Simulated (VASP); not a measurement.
# MoSe (Fm-3m) in VASP: notebook, part 2 of 2

VASP 6.6.1. The steps go on from the part before.

## 3. Single point, PBEsol, collinear spin

This run uses another cell than the first one, of 18.78 Å³/atom.

The input, INCAR:

```
SYSTEM = MoSe
ALGO = Normal
EDIFF = 1E-6
ENCUT = 520
GGA = PS
ISIF = 2
ISMEAR = 0
ISPIN = 2
LASPH = .TRUE.
LCHARG = .FALSE.
LMAXMIX = 4
LORBIT = 11
LREAL = .FALSE.
LWAVE = .FALSE.
MAGMOM = 3.5 0
NBANDS = 21
NELM = 150
PREC = Accurate
SIGMA = 0.1
```

The input, KPOINTS:

```
k-points
0
G
  14 14 14
  0 0 0
```

The input, POSCAR:

```
MoSe
1.0
    0.0000000000      2.6579681742      2.6579681742
    2.6579681742      0.0000000000      2.6579681742
    2.6579681742      2.6579681742      0.0000000000
Mo Se
1 1
Direct
    0.0000000000      0.0000000000      0.0000000000
    0.5000000000      0.5000000000      0.5000000000
```

Potentials or basis: VASP PAW PBE potentials, release 64 (Mo_sv, Se).

On the command line:

```sh
cat potpaw_PBE.64/Mo_sv/POTCAR potpaw_PBE.64/Se/POTCAR > POTCAR
mpirun -np 1 vasp_std > vasp.out
```

OUTCAR:

```text
SYSTEM = MoSe
   EDIFF = 1E-6
   ENCUT = 520
   GGA = PS
   ISIF = 2
   ISMEAR = 0
   ISPIN = 2
   LASPH = .TRUE.
   LORBIT = 11
   LREAL = .FALSE.
   NELM = 150
   PREC = Accurate

 ion  position               nearest neighbor table
   1  0.000  0.000  0.000-   2 2.66   2 2.66   2 2.66   2 2.66   2 2.66   2 2.66
   2  0.500  0.500  0.500-   1 2.66   1 2.66   1 2.66   1 2.66   1 2.66   1 2.66

  LATTYP: Found a face centered cubic cell.
 ALAT       =     5.3159363484

  Lattice vectors:

 A1 = (   0.0000000000,   2.6579681742,   2.6579681742)
 A2 = (   2.6579681742,   0.0000000000,   2.6579681742)
 A3 = (   2.6579681742,   2.6579681742,   0.0000000000)

Analysis of symmetry for initial positions (statically):
=====================================================================
 Subroutine PRICEL returns:
 Original cell was already a primitive cell.

 Routine SETGRP: Setting up the symmetry group for a
 face centered cubic supercell.

 Subroutine GETGRP returns: Found 48 space group operations
 (whereof 48 operations were pure point group operations)
 out of a pool of 48 trial point group operations.

The static configuration has the point symmetry O_h .

Analysis of symmetry for dynamics (positions and initial velocities):
=====================================================================
 Subroutine PRICEL returns:
 Original cell was already a primitive cell.

 Routine SETGRP: Setting up the symmetry group for a
 face centered cubic supercell.

 Subroutine GETGRP returns: Found 48 space group operations
 (whereof 48 operations were pure point group operations)
 out of a pool of 48 trial point group operations.

The dynamic configuration has the point symmetry O_h .

Analysis of structural, dynamic, and magnetic symmetry:
=====================================================================
 Subroutine PRICEL returns:
 Original cell was already a primitive cell.

 Routine SETGRP: Setting up the symmetry group for a
 face centered cubic supercell.

 Subroutine GETGRP returns: Found 48 space group operations
 (whereof 48 operations were pure point group operations)
 out of a pool of 48 trial point group operations.

The overall configuration has the point symmetry O_h .

 Subroutine INISYM returns: Found 48 space group operations
 (whereof 48 operations are pure point group operations),
 and found     1 'primitive' translations

----------------------------------------------------------------------------------------

                                     Primitive cell

  volume of cell :      37.5560

  direct lattice vectors                    reciprocal lattice vectors
     0.000000000  2.657968174  2.657968174    -0.188113614  0.188113614  0.188113614
     2.657968174  0.000000000  2.657968174     0.188113614 -0.188113614  0.188113614
     2.657968174  2.657968174  0.000000000     0.188113614  0.188113614 -0.188113614

  length of vectors
     3.758934640  3.758934640  3.758934640     0.325822338  0.325822338  0.325822338

  position of ions in fractional coordinates (direct lattice)
     0.000000000  0.000000000  0.000000000
     0.500000000  0.500000000  0.500000000

  ion indices of the primitive-cell ions
   primitive index   ion index
                 1           1
                 2           2
[... 64 lines left out ...]
   ISTART =      0    job   : 0-new  1-cont  2-samecut
   ICHARG =      2    charge: 1-file 2-atom 10-const
   ISPIN  =      2    spin polarized calculation?
   LNONCOLLINEAR =      F non collinear calculations
   LSORBIT =      F    spin-orbit coupling
   LASPH  =      T    aspherical Exc in radial PAW
   ENCUT  =  520.0 eV  38.22 Ry    6.18 a.u.   6.99  6.99  6.99*2*pi/ulx,y,z
   NELM   =    150;   NELMIN=  2; NELMDL= -5     # of ELM steps
   EDIFF  = 0.1E-05   stopping-criterion for ELM
   LREAL  =      F    real-space projection
   EDIFFG = 0.1E-04   stopping-criterion for IOM
   NSW    =      0    number of steps for IOM
   IBRION =     -1    ionic relax: 0-MD 1-quasi-New 2-CG
   NFREE  =      0    steps in history (QN), initial steepest desc. (CG)
   ISIF   =      2    stress and relaxation
   ISYM   =      2    0-nonsym 1-usesym 2-fastsym
   POTIM  = 0.5000    time-step for ionic-motion
   TEBEG  =    0.0;   TEEND  =   0.0 temperature during run
   PSTRESS=    0.0 pullay stress
   NELECT =      20.0000    total number of electrons
   NUPDOWN=      -1.0000    fix difference up-down
   EMIN   =  10.00;   EMAX   =-10.00  energy-range for DOS
   EFERMI =   0.00;   METHOD = LEGACY
   ISMEAR =     0;   SIGMA  =   0.10  broadening in eV -4-tet -1-fermi 0-gaus
   EFERMI_NEDOS =   21; number of points for ismear=-14 and -15
   IALGO  =     38    algorithm
   IMIX   =      4    mixing-type and parameters
     AMIX     =   0.40;   BMIX     =  1.00
     AMIX_MAG =   1.60;   BMIX_MAG =  1.00
  volume/ion in A,a.u.               =      18.78       126.72
  Fermi-wavevector in a.u.,A,eV,Ry     =   1.326962  2.507594 23.957511  1.760827
  Thomas-Fermi vector in A             =   2.456310
   LORBIT       =     11    0 simple, 1 ext, 2 COOP (PROOUT), +10 PAW based schemes
   GGA     = PS    functional components
   LHFCALC =     F    Hartree Fock is set to
   AEXX    =    0.0000 exact exchange contribution
   IVDW    =     0    specifies the selected vdW correction
   LEPSILON=     F    determine dielectric tensor
   LRPA    =     F    only Hartree local field effects (RPA)
 spin polarized calculation
 Gauss-broadening in eV      SIGMA  =   0.10
  energy-cutoff  :      520.00
  volume of cell :       37.56
 maximum number of plane-waves:      1026
   NGX = 13   NGY = 13   NGZ = 13

 number of electron      19.9999998 magnetization       2.2163033

 Free energy of the ion-electron system (eV)
  ---------------------------------------------------
  ext. energy  EPLUGINS =         0.00000000
  ---------------------------------------------------
  free energy    TOTEN  =       -14.48953958 eV

  energy without entropy =      -14.47383563  energy(sigma->0) =      -14.48168760

 E-fermi :   8.7203     XC(G=0): -11.6029

 val. band max:        8.7176103138   @ k =  -0.2143   0.3571   0.1429
 cond. band min:       8.7269019605   @ k =   0.4286   0.2857   0.1429
 fundamental gap:      0.0092916467
 Fermi energy:         8.7202621028

 spin component 1

 k-point     1 :       0.0000    0.0000    0.0000
  band No.  band energies     occupation
      1     -52.8564      1.00000
      2     -27.0381      1.00000
      3     -27.0381      1.00000
      4     -27.0381      1.00000
      5      -6.8928      1.00000
      6       6.4312      1.00000
[... 565 lines left out ...]
     20      23.4514      0.00000
     21      25.3493      0.00000

 [... further k-points ...]

 spin component 2

 k-point     1 :       0.0000    0.0000    0.0000
  band No.  band energies     occupation
      1     -51.6268      1.00000
      2     -25.6920      1.00000
      3     -25.6920      1.00000
      4     -25.6920      1.00000
      5      -6.7534      1.00000
      6       6.6056      1.00000
[... 565 lines left out ...]
     20      23.9534      0.00000
     21      25.9961      0.00000

 [... further k-points ...]

------------------------ aborting loop because EDIFF is reached ----------------------------------------

  FORCE on cell =-STRESS in cart. coord.  units (eV):
  Direction    XX          YY          ZZ          XY          YZ          ZX
  --------------------------------------------------------------------------------------
  -------------------------------------------------------------------------------------
  Total       -1.1912814     -1.1912814     -1.1912814     -0.0000000      0.0000000      0.0000000
  in kB      -50.8212835    -50.8212835    -50.8212835     -0.0000000      0.0000000      0.0000000
  external PRESSURE =     -50.8212835 kB  Pullay stress =       0.0000000 kB

 VOLUME and BASIS-vectors are now :
 -----------------------------------------------------------------------------
  energy-cutoff  :      520.00
  volume of cell :       37.56
      direct lattice vectors                 reciprocal lattice vectors
     0.000000000  2.657968174  2.657968174    -0.188113614  0.188113614  0.188113614
     2.657968174  0.000000000  2.657968174     0.188113614 -0.188113614  0.188113614
     2.657968174  2.657968174  0.000000000     0.188113614  0.188113614 -0.188113614

 POSITION                                       TOTAL-FORCE (eV/Angst)
 -----------------------------------------------------------------------------------
      0.00000      0.00000      0.00000        -0.000000      0.000000     -0.000000
      2.65797      2.65797      2.65797         0.000000     -0.000000      0.000000
 -----------------------------------------------------------------------------------
    total drift:                               -0.000000      0.000000      0.000000

  FREE ENERGIE OF THE ION-ELECTRON SYSTEM (eV)
  ---------------------------------------------------
  free  energy   TOTEN  =       -14.4895395791 eV

  energy  without entropy=      -14.4738356266  energy(sigma->0) =      -14.48168760

 total charge

# of ion       s       p       d       tot
------------------------------------------
    1        2.217   6.077   4.005  12.298
    2        1.429   2.376   0.094   3.899
--------------------------------------------------
tot          3.646   8.453   4.099  16.198

 magnetization (x)

# of ion       s       p       d       tot
------------------------------------------
    1        0.047   0.013   1.888   1.948
    2        0.004  -0.011   0.018   0.011
--------------------------------------------------
tot          0.051   0.001   1.907   1.959
```

Wall time 54 s (1 thread of Intel Xeon 6975P-C (Granite Rapids), shared host); peak memory 0.26 GiB.

What came out:

| Quantity | Value |
| --- | --- |
| Free energy | -14.4895 eV |
| Pressure | -5.1 GPa |
| Net moment | 2.22 μB per cell |
| Site moments | Mo +1.95; Se +0.01 μB |
| Valence electrons inside the program's atomic spheres | Mo 12.30; Se 3.90 |

Levels at points of the mesh, in eV from the Fermi level:
Spin up:
```
           k point  band 8  band 9  band 10  band 11  band 12  band 13  band 14  band 15
(0.00, 0.00, 0.00)   -2.29   -2.21    -2.21    -2.21    -1.82    -1.82     2.02     7.85
(0.50, 0.00, 0.00)   -5.44   -0.64    -0.64    -0.03     2.36     4.11     4.11     6.00
(0.50, 0.50, 0.00)   -3.71   -3.70    -1.06    -0.13    -0.13     0.84     2.06     8.94
```
Spin down:
| k point | band 5 | band 6 | band 7 | band 8 | band 9 | band 10 | band 11 | band 12 | band 13 | band 14 |
| --- | --- | --- | --- | --- | --- | --- | --- | --- | --- | --- |
| (0.00, 0.00, 0.00) | -15.47 | -2.11 | -2.11 | -2.11 | -0.96 | -0.96 | -0.96 | -0.80 | -0.80 | 2.58 |
| (0.50, 0.00, 0.00) | -14.08 | -7.29 | -4.95 | -4.95 | 0.91 | 0.91 | 1.41 | 2.75 | 4.88 | 4.88 |
| (0.50, 0.50, 0.00) | -14.39 | -5.86 | -3.54 | -3.54 | -2.59 | 0.02 | 1.53 | 1.53 | 1.90 | 2.88 |

Caveat: the cell stands under tension; the PAW data sets were made with another functional, which shifts forces and pressure a little.

## 4. Single point, PBEsol, collinear spin

This run uses another cell than the first one, of 20.14 Å³/atom.

The input, INCAR:

```
SYSTEM = MoSe
  PREC = Accurate
  ENCUT = 520
  EDIFF = 1E-6
  ISMEAR = 0
  SIGMA = 0.1
  LREAL = .FALSE.
  LASPH = .TRUE.
  NELM = 150
  ALGO = Normal
  ISIF = 2
  LWAVE = .FALSE.
  LCHARG = .FALSE.
  ISPIN = 2
  MAGMOM = 3.5 0
  LORBIT = 11
  LMAXMIX = 4
  GGA = PS
  NBANDS = 21
```

The input, KPOINTS:

```
Automatic mesh
0
G
  14 14 14
  0 0 0
```

The input, POSCAR:

```
MoSe
1.0
    0.0000000000      2.7209018999      2.7209018999
    2.7209018999      0.0000000000      2.7209018999
    2.7209018999      2.7209018999      0.0000000000
Mo Se
1 1
Direct
    0.0000000000      0.0000000000      0.0000000000
    0.5000000000      0.5000000000      0.5000000000
```

Potentials or basis: VASP PAW PBE potentials, release 64 (Mo_sv, Se).

On the command line:

```sh
cat potpaw_PBE.64/Mo_sv/POTCAR potpaw_PBE.64/Se/POTCAR > POTCAR
mpirun -np 1 vasp_std > vasp.out
```

OUTCAR:

```text
SYSTEM = MoSe
   PREC = Accurate
   ENCUT = 520
   EDIFF = 1E-6
   ISMEAR = 0
   LREAL = .FALSE.
   LASPH = .TRUE.
   NELM = 150
   ISIF = 2
   ISPIN = 2
   LORBIT = 11
   GGA = PS

 ion  position               nearest neighbor table
   1  0.000  0.000  0.000-   2 2.72   2 2.72   2 2.72   2 2.72   2 2.72   2 2.72
   2  0.500  0.500  0.500-   1 2.72   1 2.72   1 2.72   1 2.72   1 2.72   1 2.72

  LATTYP: Found a face centered cubic cell.
 ALAT       =     5.4418037998

  Lattice vectors:

 A1 = (   0.0000000000,   2.7209018999,   2.7209018999)
 A2 = (   2.7209018999,   0.0000000000,   2.7209018999)
 A3 = (   2.7209018999,   2.7209018999,   0.0000000000)

[... 1365 lines left out ...]

 VOLUME and BASIS-vectors are now :
 -----------------------------------------------------------------------------
  energy-cutoff  :      520.00
  volume of cell :       40.29
      direct lattice vectors                 reciprocal lattice vectors
     0.000000000  2.720901900  2.720901900    -0.183762597  0.183762597  0.183762597
     2.720901900  0.000000000  2.720901900     0.183762597 -0.183762597  0.183762597
     2.720901900  2.720901900  0.000000000     0.183762597  0.183762597 -0.183762597

 POSITION                                       TOTAL-FORCE (eV/Angst)
 -----------------------------------------------------------------------------------
      0.00000      0.00000      0.00000        -0.000000     -0.000000     -0.000000
      2.72090      2.72090      2.72090         0.000000      0.000000      0.000000
 -----------------------------------------------------------------------------------
    total drift:                               -0.000000      0.000000      0.000000

  FREE ENERGIE OF THE ION-ELECTRON SYSTEM (eV)
  ---------------------------------------------------
  free  energy   TOTEN  =       -14.3661999783 eV

  energy  without entropy=      -14.3582159208  energy(sigma->0) =      -14.36220795

 total charge

# of ion       s       p       d       tot
------------------------------------------
    1        2.206   6.061   3.942  12.210
    2        1.431   2.349   0.074   3.855
--------------------------------------------------
tot          3.637   8.411   4.017  16.065

 magnetization (x)

# of ion       s       p       d       tot
------------------------------------------
    1        0.053   0.015   2.241   2.309
    2        0.005  -0.021   0.021   0.005
--------------------------------------------------
tot          0.058  -0.006   2.262   2.314
```

stdout:

```text
POSCAR found type information on POSCAR MoSe
 POSCAR found :  2 types and       2 ions
 scaLAPACK will be used
 -----------------------------------------------------------------------------
|                                                                             |
|                                                                             |
|     You enforced a specific xc type in the INCAR file but a different       |
|     I HOPE YOU KNOW WHAT YOU ARE DOING!                                     |
|                                                                             |
 -----------------------------------------------------------------------------

 LDA part: xc-table for (Slater+PW92), standard interpolation
 POSCAR, INCAR and KPOINTS ok, starting setup
 FFT: planning ... GRIDC
 FFT: planning ... GRID_SOFT
 FFT: planning ... GRID
 WAVECAR not read
 entering main loop
```

Run time: 69 s. Hardware: 1 thread of Intel Xeon 6975P-C (Granite Rapids), shared host; peak memory 0.28 GiB.

Results:

```
Free energy                                           : -14.3662 eV
Pressure                                              : -9.5 GPa
Net moment                                            : 2.65 μB per cell
Site moments                                          : Mo +2.31; Se +0.01 μB
Valence electrons inside the program's atomic spheres : Mo 12.21; Se 3.85
```

Levels at points of the mesh, in eV from the Fermi level:
Spin up:
| k point | band 7 | band 8 | band 9 | band 10 | band 11 | band 12 | band 13 | band 14 | band 15 | band 16 |
| --- | --- | --- | --- | --- | --- | --- | --- | --- | --- | --- |
| (0.00, 0.00, 0.00) | -2.18 | -2.18 | -2.16 | -2.16 | -2.16 | -1.76 | -1.76 | 1.47 | 7.89 | 10.94 |
| (0.50, 0.00, 0.00) | -5.13 | -5.13 | -0.74 | -0.74 | -0.21 | 2.31 | 3.59 | 3.59 | 5.81 | 5.81 |
| (0.50, 0.50, 0.00) | -3.56 | -3.56 | -3.43 | -1.08 | -0.29 | -0.29 | 0.54 | 1.68 | 8.44 | 9.59 |
Spin down:
```csv
k point,band 6,band 7,band 8,band 9,band 10,band 11,band 12,band 13
"(0.00, 0.00, 0.00)",-2.06,-2.06,-2.06,-0.58,-0.58,-0.58,-0.50,-0.50
"(0.50, 0.00, 0.00)",-6.79,-4.55,-4.55,1.11,1.11,1.52,2.78,4.53
"(0.50, 0.50, 0.00)",-5.53,-3.38,-3.38,-2.09,0.24,1.68,1.68,1.86
```

Caveat: the cell stands under tension; the PAW data sets were made with another functional, which shifts forces and pressure a little.

## 5. Summary

```csv
cell,gap on the mesh (eV),pressure (GPa),moment (μB)
"a = 3.689 Å, angles 60.0°, 2 atoms",none,-5.4,0.00
"a = 3.759 Å, angles 60.0°, 2 atoms",none,-5.1,2.22
"a = 3.848 Å, angles 60.0°, 2 atoms",none,-9.5,2.65
```

Alike in all rows: task single point; level PBEsol; potentials or basis VASP PAW PBE potentials, release 64 (Mo_sv, Se); spin collinear; k mesh 14 × 14 × 14; cutoff (eV) 520; smearing gaussian 0.1 eV.

Caveats: the cell stands under tension; the PAW data sets were made with another functional, which shifts forces and pressure a little.

Total energies depend on the potentials used, so only differences within one code and one set of settings carry meaning.
